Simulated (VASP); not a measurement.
# ZnO (P6_3mc) in VASP: single point with PBE

Aim: the single point of ZnO with PBE.

All numbers are computed with VASP 6.6.1; they aren't measurements. Logs are shortened: lines on timing, memory, paths and dates and some standing lists are left out, and cuts for length are marked.

### Step 1. The cell of the first run

It takes space group P6_3mc (No. 186, hexagonal). Conventional cell: a = 3.249 Å, b = 3.249 Å, c = 5.206 Å, α = 90.00°, β = 90.00°, γ = 120.00°. Zn (site symmetry 3m) has 4 O at 1.97 to 1.98 Å within 2.6 Å. Within 2.6 Å of O (site symmetry 3m) lie 4 Zn at 1.97 to 1.98 Å.

### Step 2. Single point, PBE

The input, INCAR:

```
SYSTEM = ZnO
PREC = Accurate ; ENCUT = 520
EDIFF = 1E-6 ; ISMEAR = 0
SIGMA = 0.05 ; LREAL = .FALSE.
LASPH = .TRUE. ; NELM = 60
ALGO = Normal ; ISIF = 2
LWAVE = .FALSE. ; LCHARG = .TRUE.
GGA = PE ; LELF = .TRUE.
LVHAR = .TRUE. ; NBANDS = 26
```

The input, KPOINTS:

```
Automatic mesh
0
G
  18 18 8
  0 0 0
```

The input, POSCAR:

```
ZnO
1.0
    3.2493080000      0.0000000000      0.0000000000
   -1.6246540000      2.8139832700      0.0000000000
    0.0000000000      0.0000000000      5.2057090000
Zn O
2 2
Direct
    0.3333333300      0.6666666700      0.5000000000
    0.6666666700      0.3333333300      0.0000000000
    0.6666666700      0.3333333300      0.3790100000
    0.3333333300      0.6666666700      0.8790100000
```

Potentials or basis: VASP PAW PBE potentials, release 64 (Zn, O).

Run with:

```sh
cat potpaw_PBE.64/Zn/POTCAR potpaw_PBE.64/O/POTCAR > POTCAR
mpirun -np 1 vasp_std > vasp.out
```

OUTCAR:

```text
SYSTEM = ZnO
   PREC = Accurate
   ENCUT = 520
   EDIFF = 1E-6
   ISMEAR = 0
   LREAL = .FALSE.
   LASPH = .TRUE.
   NELM = 60
   ISIF = 2
   GGA = PE

 ion  position               nearest neighbor table
   1  0.333  0.667  0.500-   4 1.97   3 1.98   3 1.98   3 1.98
   2  0.667  0.333  0.000-   3 1.97   4 1.98   4 1.98   4 1.98
   3  0.667  0.333  0.379-   2 1.97   1 1.98   1 1.98   1 1.98
   4  0.333  0.667  0.879-   1 1.97   2 1.98   2 1.98   2 1.98

  LATTYP: Found a hexagonal cell.
 ALAT       =     3.2493080000
 C/A-ratio  =     1.6020977390

  Lattice vectors:

 A1 = (   3.2493080000,   0.0000000000,   0.0000000000)
 A2 = (  -1.6246540000,   2.8139832700,   0.0000000000)
 A3 = (   0.0000000000,   0.0000000000,   5.2057090000)

Analysis of symmetry for initial positions (statically):
=====================================================================
 Subroutine PRICEL returns:
 Original cell was already a primitive cell.

 Routine SETGRP: Setting up the symmetry group for a
 hexagonal supercell.

 Subroutine GETGRP returns: Found 12 space group operations
 (whereof  6 operations were pure point group operations)
 out of a pool of 24 trial point group operations.

The static configuration has the point symmetry C_3v.
 The point group associated with its full space group is C_6v.

Analysis of symmetry for dynamics (positions and initial velocities):
=====================================================================
 Subroutine PRICEL returns:
 Original cell was already a primitive cell.

 Routine SETGRP: Setting up the symmetry group for a
 hexagonal supercell.

 Subroutine GETGRP returns: Found 12 space group operations
 (whereof  6 operations were pure point group operations)
 out of a pool of 24 trial point group operations.

The dynamic configuration has the point symmetry C_3v.
 The point group associated with its full space group is C_6v.

 Subroutine INISYM returns: Found 12 space group operations
 (whereof  6 operations are pure point group operations),
 and found     1 'primitive' translations

----------------------------------------------------------------------------------------

                                     Primitive cell

  volume of cell :      47.5984

  direct lattice vectors                    reciprocal lattice vectors
     3.249308000  0.000000000  0.000000000     0.307757836  0.177684070  0.000000000
    -1.624654000  2.813983270  0.000000000     0.000000000  0.355368140  0.000000000
     0.000000000  0.000000000  5.205709000     0.000000000  0.000000000  0.192096792

  length of vectors
     3.249308000  3.249307998  5.205709000     0.355368140  0.355368140  0.192096792

  position of ions in fractional coordinates (direct lattice)
     0.333333330  0.666666670  0.500000000
     0.666666670  0.333333330  0.000000000
     0.666666670  0.333333330  0.379010000
     0.333333330  0.666666670  0.879010000

  ion indices of the primitive-cell ions
   primitive index   ion index
                 1           1
                 2           2
                 3           3
                 4           4

----------------------------------------------------------------------------------------

 KPOINTS: Automatic mesh

Automatic generation of k-mesh.
 Grid dimensions read from file:
 generate k-points for:   18   18    8

 Generating k-lattice:

  Cartesian coordinates                     Fractional coordinates (reciprocal lattice)
     0.017097658  0.009871337  0.000000000     0.055555556  0.000000000  0.000000000
     0.000000000  0.019742674  0.000000000     0.000000000  0.055555556  0.000000000
     0.000000000  0.000000000  0.024012099     0.000000000  0.000000000  0.125000000

  Length of vectors
     0.019742674  0.019742674  0.024012099

  Shift w.r.t. Gamma in fractional coordinates (k-lattice)
     0.000000000  0.000000000  0.000000000

 Subroutine IBZKPT returns following result:
 ===========================================

 Found    185 irreducible k-points:

 Following reciprocal coordinates:
            Coordinates               Weight
  0.000000  0.000000  0.000000      1.000000
  0.055556  0.000000  0.000000      6.000000
  0.111111  0.000000  0.000000      6.000000
  0.166667  0.000000  0.000000      6.000000
  0.222222  0.000000  0.000000      6.000000
  0.277778  0.000000  0.000000      6.000000
[... 16 lines left out ...]
  0.333333  0.111111  0.000000     12.000000
  0.388889  0.111111  0.000000     12.000000
 [... further k-points ...]
   k-points           NKPTS =    185   k-points in BZ     NKDIM =    185   number of bands    NBANDS=     26
   number of dos      NEDOS =    301   number of ions     NIONS =      4
   total plane-waves  NPLWV =  23040
   dimension x,y,z NGX =    24 NGY =   24 NGZ =   40
   dimension x,y,z NGXF=    48 NGYF=   48 NGZF=   80
   ions per type =               2   2
   NGX,Y,Z   is equivalent  to a cutoff of  12.28, 12.28, 12.77 a.u.
   NGXF,Y,Z  is equivalent  to a cutoff of  24.56, 24.56, 25.55 a.u.
 SYSTEM =  ZnO
   PREC   = accura    normal or accurate (medium, high low for compatibility)
   ISTART =      0    job   : 0-new  1-cont  2-samecut
   ICHARG =      2    charge: 1-file 2-atom 10-const
   ISPIN  =      1    spin polarized calculation?
   LNONCOLLINEAR =      F non collinear calculations
   LSORBIT =      F    spin-orbit coupling
   LASPH  =      T    aspherical Exc in radial PAW
   ENCUT  =  520.0 eV  38.22 Ry    6.18 a.u.   6.04  6.04  9.68*2*pi/ulx,y,z
   NELM   =     60;   NELMIN=  2; NELMDL= -5     # of ELM steps
   EDIFF  = 0.1E-05   stopping-criterion for ELM
   LREAL  =      F    real-space projection
   EDIFFG = 0.1E-04   stopping-criterion for IOM
   NSW    =      0    number of steps for IOM
   IBRION =     -1    ionic relax: 0-MD 1-quasi-New 2-CG
   NFREE  =      0    steps in history (QN), initial steepest desc. (CG)
   ISIF   =      2    stress and relaxation
   ISYM   =      2    0-nonsym 1-usesym 2-fastsym
   POTIM  = 0.5000    time-step for ionic-motion
   TEBEG  =    0.0;   TEEND  =   0.0 temperature during run
   PSTRESS=    0.0 pullay stress
   NELECT =      36.0000    total number of electrons
   NUPDOWN=      -1.0000    fix difference up-down
   EMIN   =  10.00;   EMAX   =-10.00  energy-range for DOS
   EFERMI =   0.00;   METHOD = LEGACY
   ISMEAR =     0;   SIGMA  =   0.05  broadening in eV -4-tet -1-fermi 0-gaus
   EFERMI_NEDOS =   21; number of points for ismear=-14 and -15
   IALGO  =     38    algorithm
   IMIX   =      4    mixing-type and parameters
     AMIX     =   0.40;   BMIX     =  1.00
     AMIX_MAG =   1.60;   BMIX_MAG =  1.00
  volume/ion in A,a.u.               =      11.90        80.30
  Fermi-wavevector in a.u.,A,eV,Ry     =   1.491574  2.818667 30.270160  2.224794
  Thomas-Fermi vector in A             =   2.604212
   LORBIT       =      0    0 simple, 1 ext, 2 COOP (PROOUT), +10 PAW based schemes
   GGA     = PE    functional components
   LHFCALC =     F    Hartree Fock is set to
   AEXX    =    0.0000 exact exchange contribution
   IVDW    =     0    specifies the selected vdW correction
   LEPSILON=     F    determine dielectric tensor
   LRPA    =     F    only Hartree local field effects (RPA)
 non-spin polarized calculation
 Gauss-broadening in eV      SIGMA  =   0.05
  energy-cutoff  :      520.00
  volume of cell :       47.60
 maximum number of plane-waves:      1305
   NGX = 13   NGY = 13   NGZ = 19

 number of electron      36.0000017 magnetization

 Free energy of the ion-electron system (eV)
  ---------------------------------------------------
  ext. energy  EPLUGINS =         0.00000000
  ---------------------------------------------------
  free energy    TOTEN  =       -17.82245541 eV

  energy without entropy =      -17.82245541  energy(sigma->0) =      -17.82245541

 E-fermi :   1.4069     XC(G=0): -10.9117

 val. band max:        1.2003386328   @ k =   0.0000   0.0000   0.0000
 cond. band min:       1.9905230023   @ k =   0.0000   0.0000   0.0000
 fundamental gap:      0.7901843696
 Fermi energy:         1.4069009159

 k-point     1 :       0.0000    0.0000    0.0000
  band No.  band energies     occupation
      1     -16.8880      2.00000
      2     -16.1568      2.00000
      3      -4.4875      2.00000
      4      -4.4875      2.00000
      5      -4.4481      2.00000
      6      -4.4266      2.00000
[... 18 lines left out ...]
     25      15.3277      0.00000
     26      15.3277      0.00000

 k-point     2 :       0.0556    0.0000    0.0000
  band No.  band energies     occupation
      1     -16.8709      2.00000
      2     -16.1492      2.00000
      3      -4.5102      2.00000
      4      -4.4775      2.00000
      5      -4.4345      2.00000
      6      -4.4025      2.00000
[... 18 lines left out ...]
     25      15.3731      0.00000
     26      15.3774      0.00000

 k-point     3 :       0.1111    0.0000    0.0000
  band No.  band energies     occupation
      1     -16.8210      2.00000
      2     -16.1278      2.00000
      3      -4.5659      2.00000
      4      -4.4491      2.00000
      5      -4.4069      2.00000
      6      -4.3447      2.00000
[... 18 lines left out ...]
     25      15.4703      0.00000
     26      15.4730      0.00000

 k-point     4 :       0.1667    0.0000    0.0000
  band No.  band energies     occupation
      1     -16.7425      2.00000
      2     -16.0959      2.00000
      3      -4.6400      2.00000
      4      -4.4072      2.00000
      5      -4.3839      2.00000
      6      -4.3126      2.00000
[... 18 lines left out ...]
     25      15.3230      0.00000
     26      15.5174      0.00000
[... 496 lines left out ...]
      1     -16.3835      2.00000
      2     -15.9888      2.00000
      3      -4.7278      2.00000
      4      -4.4373      2.00000
      5      -4.2831      2.00000
      6      -4.0929      2.00000
[... 18 lines left out ...]
     25      13.9018      0.00000
     26      15.6406      0.00000

 k-point    23 :       0.3333    0.1111    0.0000
  band No.  band energies     occupation
      1     -16.2842      2.00000
      2     -15.9774      2.00000
      3      -4.7093      2.00000
      4      -4.4219      2.00000
      5      -4.2675      2.00000
      6      -4.0141      2.00000
[... 18 lines left out ...]
     25      13.7416      0.00000
     26      15.3813      0.00000

 k-point    24 :       0.3889    0.1111    0.0000
  band No.  band energies     occupation
      1     -16.2099      2.00000
      2     -15.9787      2.00000
      3      -4.6805      2.00000
      4      -4.4027      2.00000
      5      -4.2586      2.00000
      6      -3.9538      2.00000
[... 18 lines left out ...]
     25      13.6741      0.00000
     26      15.1107      0.00000

 [... further k-points ...]
[... 5 lines left out ...]
  --------------------------------------------------------------------------------------
  -------------------------------------------------------------------------------------
  Total        1.6125734      1.6125734      2.1369301      0.0000000      0.0000000      0.0000000
  in kB       54.2797432     54.2797430     71.9297624      0.0000000      0.0000000      0.0000000
  external PRESSURE =      60.1630829 kB  Pullay stress =       0.0000000 kB

 VOLUME and BASIS-vectors are now :
 -----------------------------------------------------------------------------
  energy-cutoff  :      520.00
  volume of cell :       47.60
      direct lattice vectors                 reciprocal lattice vectors
     3.249308000  0.000000000  0.000000000     0.307757836  0.177684070  0.000000000
    -1.624654000  2.813983270  0.000000000     0.000000000  0.355368140  0.000000000
     0.000000000  0.000000000  5.205709000     0.000000000  0.000000000  0.192096792

 POSITION                                       TOTAL-FORCE (eV/Angst)
 -----------------------------------------------------------------------------------
     -0.00000      1.87599      2.60285         0.000000     -0.000000     -0.073986
      1.62465      0.93799      0.00000        -0.000000      0.000000     -0.073986
      1.62465      0.93799      1.97302         0.000000     -0.000000      0.073986
     -0.00000      1.87599      4.57587        -0.000000      0.000000      0.073986
 -----------------------------------------------------------------------------------
    total drift:                                0.000004     -0.000002     -0.000189

  FREE ENERGIE OF THE ION-ELECTRON SYSTEM (eV)
  ---------------------------------------------------
  free  energy   TOTEN  =       -17.8224554074 eV

  energy  without entropy=      -17.8224554074  energy(sigma->0) =      -17.82245541
```

It took 5 min on 1 thread of Intel Xeon 8259CL, shared host; peak memory 0.3 GiB.

What came out:

```
Free energy            : -17.8225 eV
Pressure               : 6.0 GPa
Largest force          : 0.074 eV/Å
Band gap on the k mesh : 0.79 eV, direct
```

Forces in eV/Å, atoms in the order of the input:
```
Zn   0.000  0.000 -0.074
Zn   0.000  0.000 -0.074
O    0.000  0.000  0.074
O    0.000  0.000  0.074
```

Stress tensor (GPa, compression positive):
```
5.43 0.00 0.00
0.00 5.43 0.00
0.00 0.00 7.19
```

Levels at points of the mesh, in eV from the valence-band top:
| k point | band 14 | band 15 | band 16 | band 17 | band 18 | band 19 | band 20 | band 21 | band 22 | band 23 |
| --- | --- | --- | --- | --- | --- | --- | --- | --- | --- | --- |
| (0.00, 0.00, 0.00) | -0.81 | -0.81 | -0.07 | 0.00 | 0.00 | 0.79 | 5.21 | 8.26 | 12.85 | 12.85 |
| (0.50, 0.00, 0.00) | -3.53 | -2.82 | -2.28 | -1.28 | -0.83 | 5.77 | 6.86 | 7.62 | 8.48 | 10.65 |
| (0.00, 0.00, 0.50) | -2.22 | -0.40 | -0.40 | -0.40 | -0.40 | 3.46 | 3.46 | 10.12 | 10.12 | 13.14 |
| (0.50, 0.00, 0.50) | -3.74 | -1.51 | -1.51 | -1.35 | -1.35 | 5.72 | 5.72 | 8.42 | 8.42 | 11.32 |

A k mesh can miss the band edges. As with any semilocal functional, this PBE gap is likely too small.
